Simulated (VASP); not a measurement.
# CaSe (Fm-3m) in VASP: G0W0 quasiparticle levels with PBE

Aim: the G0W0 quasiparticle levels of CaSe with PBE.

Everything below comes from runs of VASP 6.6.1. Logs are shortened: lines on timing, memory, paths and dates and some standing lists are left out, and cuts for length are marked.

### Step 1. The cell of the first run

The structure is cubic, space group Fm-3m (No. 225). The conventional cell has a = 5.935 Å, b = 5.935 Å, c = 5.935 Å, α = 90.00°, β = 90.00°, γ = 90.00°. Within 3.9 Å of Ca (site symmetry m-3m) lie 6 Se at 2.97 Å. Se (site symmetry m-3m) has 6 Ca at 2.97 Å within 3.9 Å.

### Step 2. G0W0 quasiparticle levels, PBE

File POSCAR:

```
CaSe
1.0
    0.0000000000      2.9675306017      2.9675306017
    2.9675306017      0.0000000000      2.9675306017
    2.9675306017      2.9675306017      0.0000000000
Ca Se
1 1
Direct
    0.0000000000      0.0000000000      0.0000000000
    0.5000000000      0.5000000000      0.5000000000
```

File INCAR.step1:

```
  PREC = Accurate
  ENCUT = 500
  EDIFF = 1E-8
  ISMEAR = 0
  SIGMA = 0.01
  LREAL = F
  LASPH = T
  NELM = 80
  ALGO = Normal
  LWAVE = T
  LCHARG = F
  GGA = PE
```

File INCAR.step2:

```
  PREC = Accurate
  ENCUT = 500
  EDIFF = 1E-8
  ISMEAR = 0
  SIGMA = 0.01
  LREAL = F
  LASPH = T
  NELM = 1
  ALGO = Exact
  LWAVE = T
  LCHARG = F
  GGA = PE
  NBANDS = 204
  LOPTICS = T
  ISTART = 1
```

File INCAR.step3:

```
  PREC = Accurate
  ENCUT = 500
  EDIFF = 1E-8
  ISMEAR = 0
  SIGMA = 0.01
  LREAL = F
  LASPH = T
  ALGO = EVGW0
  LWAVE = F
  LCHARG = F
  GGA = PE
  NELMGW = 1
  NBANDS = 204
  ENCUTGW = 140.0
  NOMEGA = 96
  PRECFOCK = Fast
  ISTART = 1
  NBANDSGW = 16
  OMEGAMAX = 20
```

File KPOINTS:

```
regular mesh
0
Gamma
  4 4 4
```

Potentials or basis: VASP PAW PBE potentials, release 64 (Ca_sv_GW, Se_GW).

On the command line:

```console
> cat potpaw_PBE.64/Ca_sv_GW/POTCAR potpaw_PBE.64/Se_GW/POTCAR > POTCAR
> cp INCAR.step1 INCAR
> mpirun -np 1 vasp_std > vasp.out
> cp INCAR.step2 INCAR
> mpirun -np 1 vasp_std > vasp.out
> cp INCAR.step3 INCAR
> mpirun -np 1 vasp_std > vasp.out
```

OUTCAR:

```text
PREC = Accurate
   ENCUT = 500
   EDIFF = 1E-8
   ISMEAR = 0
   LREAL = F
   LASPH = T
   GGA = PE
   NELMGW = 1
   ENCUTGW = 140.0
   PRECFOCK = Fast
   ISTART = 1

 ion  position               nearest neighbor table
   1  0.000  0.000  0.000-   2 2.97   2 2.97   2 2.97   2 2.97   2 2.97   2 2.97
   2  0.500  0.500  0.500-   1 2.97   1 2.97   1 2.97   1 2.97   1 2.97   1 2.97

  LATTYP: Found a face centered cubic cell.
 ALAT       =     5.9350612034

  Lattice vectors:

 A1 = (   0.0000000000,   2.9675306017,   2.9675306017)
 A2 = (   2.9675306017,   0.0000000000,   2.9675306017)
 A3 = (   2.9675306017,   2.9675306017,   0.0000000000)

Analysis of symmetry for initial positions (statically):
=====================================================================
 Subroutine PRICEL returns:
 Original cell was already a primitive cell.

 Routine SETGRP: Setting up the symmetry group for a
 face centered cubic supercell.

 Subroutine GETGRP returns: Found 48 space group operations
 (whereof 48 operations were pure point group operations)
 out of a pool of 48 trial point group operations.

The static configuration has the point symmetry O_h .

Analysis of symmetry for dynamics (positions and initial velocities):
=====================================================================
 Subroutine PRICEL returns:
 Original cell was already a primitive cell.

 Routine SETGRP: Setting up the symmetry group for a
 face centered cubic supercell.

 Subroutine GETGRP returns: Found 48 space group operations
 (whereof 48 operations were pure point group operations)
 out of a pool of 48 trial point group operations.

The dynamic configuration has the point symmetry O_h .

 Subroutine INISYM returns: Found 48 space group operations
 (whereof 48 operations are pure point group operations),
 and found     1 'primitive' translations

----------------------------------------------------------------------------------------

                                     Primitive cell
[... 49 lines left out ...]
  0.250000  0.000000  0.000000      8.000000
  0.500000  0.000000  0.000000      4.000000
  0.250000  0.250000  0.000000      6.000000
  0.500000  0.250000  0.000000     24.000000
 -0.250000  0.250000  0.000000     12.000000
  0.500000  0.500000  0.000000      3.000000
 -0.250000  0.500000  0.250000      6.000000
   k-points           NKPTS =      8   k-points in BZ     NKDIM =     64   number of bands    NBANDS=    204
   number of dos      NEDOS =    301   number of ions     NIONS =      2
   total plane-waves  NPLWV =  32768
   dimension x,y,z NGX =    32 NGY =   32 NGZ =   32
   dimension x,y,z NGXF=    64 NGYF=   64 NGZF=   64
   ions per type =               1   1
   NGX,Y,Z   is equivalent  to a cutoff of  12.68, 12.68, 12.68 a.u.
   NGXF,Y,Z  is equivalent  to a cutoff of  25.35, 25.35, 25.35 a.u.
 SYSTEM =  unknown system
   PREC   = accura    normal or accurate (medium, high low for compatibility)
   ISTART =      1    job   : 0-new  1-cont  2-samecut
   ICHARG =      0    charge: 1-file 2-atom 10-const
   ISPIN  =      1    spin polarized calculation?
   LNONCOLLINEAR =      F non collinear calculations
   LSORBIT =      F    spin-orbit coupling
   LASPH  =      T    aspherical Exc in radial PAW
   ENCUT  =  500.0 eV  36.75 Ry    6.06 a.u.   7.65  7.65  7.65*2*pi/ulx,y,z
   NELM   =     60;   NELMIN=  2; NELMDL=  0     # of ELM steps
   EDIFF  = 0.1E-07   stopping-criterion for ELM
   LREAL  =      F    real-space projection
   EDIFFG = 0.1E-06   stopping-criterion for IOM
   NSW    =      0    number of steps for IOM
   IBRION =     -1    ionic relax: 0-MD 1-quasi-New 2-CG
   NFREE  =      0    steps in history (QN), initial steepest desc. (CG)
   ISIF   =      0    stress and relaxation
   ISYM   =      3    0-nonsym 1-usesym 2-fastsym
   POTIM  = 0.5000    time-step for ionic-motion
   TEBEG  =    0.0;   TEEND  =   0.0 temperature during run
   PSTRESS=    0.0 pullay stress
   NELECT =      16.0000    total number of electrons
   NUPDOWN=      -1.0000    fix difference up-down
   EMIN   =  10.00;   EMAX   =-10.00  energy-range for DOS
   EFERMI =   0.00;   METHOD = LEGACY
   ISMEAR =     0;   SIGMA  =   0.01  broadening in eV -4-tet -1-fermi 0-gaus
   EFERMI_NEDOS =   21; number of points for ismear=-14 and -15
   IALGO  =     38    algorithm
   IMIX   =      4    mixing-type and parameters
     AMIX     =   0.40;   BMIX     =  1.00
     AMIX_MAG =   1.60;   BMIX_MAG =  1.00
  volume/ion in A,a.u.               =      26.13       176.35
  Fermi-wavevector in a.u.,A,eV,Ry     =   1.103341  2.085012 16.563196  1.217361
  Thomas-Fermi vector in A             =   2.239797
   LORBIT       =      0    0 simple, 1 ext, 2 COOP (PROOUT), +10 PAW based schemes
   GGA     = PE    functional components
   LHFCALC =     T    Hartree Fock is set to
   PRECFOCK=fast      Normal, Fast or Accurate (Low or Medium for compatibility)
   ENCUT4O =  -1.0   cutoff for four orbital integrals eV
   NKREDX  =     1    reduce k-point grid by
   NKREDY  =     1    reduce k-point grid by
   NKREDZ  =     1    reduce k-point grid by
   AEXX    =    1.0000 exact exchange contribution
   HFSCREEN=    0.0000 screening length (either q_TF or 0.3 A-1)
   HFSCREENC=   0.0000 screening length for correlation (either q_TF or 0.3 A-1)
   ENCUTFOCK=  -1.0 apply spherical cutoff to Coloumb kernel
   IVDW    =     0    specifies the selected vdW correction
   LEPSILON=     F    determine dielectric tensor
   LRPA    =     F    only Hartree local field effects (RPA)
   LRPAFORCE           =     F    calculate RPA forces
   ENCUTGW             = 140.0    cutoff for response function in eV
   ENCUTGWSOFT         = 112.0    soft cutoff for Coulomb kernel in GW response function in eV
   ENCUTLF             =  -1.0    cutoff for local field effects
   NELMGW              =     1    number of iterations in solving QP/BSE equation
   NELMHF              =     1    number of iterations in the inner HF iteration
   NKREDLFX            =     1    NKREDLFY  =   1   NKREDLFZ  =   1
 non-spin polarized calculation
 Gauss-broadening in eV      SIGMA  =   0.01
  energy-cutoff  :      500.00
  volume of cell :       52.27
 maximum number of plane-waves:      1363
 NGX is ok and might be reduce to    32
  NGX = 18; NGY = 18; NGZ = 18
   NGX = 15   NGY = 15   NGZ = 15
 maximum number of plane-waves:       210
 NGX is ok and might be reduce to    18

 QP shifts <psi_nk| G(iteration)W_0 |psi_nk>: iteration 1
 for sc-GW calculations column KS-energies equals QP-energies in previous step
 and V_xc(KS)=  KS-energies - (<T + V_ion + V_H > + <T+V_H+V_ion>^1  + <V_x>^1)

 k-point   1 :       0.0000    0.0000    0.0000
  band No.  KS-energies  QP-energies   sigma(KS)   V_xc(KS)     V^pw_x(r,r')   Z            occupation Imag(sigma)

      1     -36.2092     -37.3420     -22.6494     -20.7303     -34.4490       0.5903       2.0000       0.5573
      2     -17.1994     -18.9511     -22.4695     -19.9505     -27.8729       0.6954       2.0000       0.1740
      3     -17.1994     -18.9511     -22.4695     -19.9505     -27.8729       0.6954       2.0000       0.1740
      4     -17.1994     -18.9511     -22.4695     -19.9505     -27.8729       0.6954       2.0000       0.1740
      5      -8.1614      -8.9703     -13.6327     -12.4507     -19.8103       0.6844       2.0000       1.0880
      6       3.5955       2.6354     -13.3344     -12.0889     -14.7524       0.7708       2.0000       0.0441
[... 135 lines left out ...]
      2     -17.2539     -19.0032     -22.3882     -19.8450     -27.8066       0.6878       2.0000       0.1904
      3     -17.2539     -19.0032     -22.3882     -19.8450     -27.8066       0.6878       2.0000       0.1904
      4     -17.2367     -18.9649     -22.3763     -19.8734     -27.8182       0.6905       2.0000       0.1960
      5      -7.5089      -8.2598     -14.1336     -13.0209     -20.0092       0.6748       2.0000       0.9227
      6       1.6316       0.5581     -12.3220     -10.8808     -14.2724       0.7448       2.0000       0.0570
[... 8 lines left out ...]
     15      12.5073      12.8033      -9.0285      -9.4252      -4.1582       0.7462       0.0000      -0.1899
     16      13.0648      13.9955     -10.7984     -12.0955      -5.3204       0.7175       0.0000      -0.2882
```

OUTCAR.step2:

```text
PREC = Accurate
   ENCUT = 500
   EDIFF = 1E-8
   ISMEAR = 0
   LREAL = F
[... 721 lines left out ...]
     0.00000     6.83300     6.83300     6.83300     0.00000    -0.00000    -0.00000
     2.09290     8.57460     8.57460     8.57460     0.00000    -0.00000    -0.00000
     4.18580    14.09593    14.09593    14.09593     0.00000    -0.00000    -0.00000
     6.27870     2.24870     2.24870     2.24870    -0.00000    -0.00000     0.00000
     8.37160    -2.11294    -2.11294    -2.11294     0.00000     0.00000     0.00000
    10.46450     0.63999     0.63999     0.63999     0.00000     0.00000    -0.00000
[... 92 lines left out ...]
   205.10411     0.98999     0.98999     0.98999    -0.00000     0.00000     0.00000
   207.19701     0.99021     0.99021     0.99021    -0.00000     0.00000     0.00000
```

It took 5.8 min on 1 thread of Intel Xeon Platinum 8259CL at 2.50GHz (Skylake/Cascade Lake), shared host; peak memory 0.59 GiB.

What came out:

```
Quasiparticle gap                                   : 3.68 eV
Least direct quasiparticle gap                      : 4.57 eV
Band gap of the starting levels on the mesh         : 2.05 eV
Least direct gap of the starting levels on the mesh : 2.97 eV
```

Caveat: the k points lie up to 0.46 Å⁻¹ apart; bands, screening cutoff and mesh are small and nothing is extrapolated, so the quasiparticle values aren't converged.
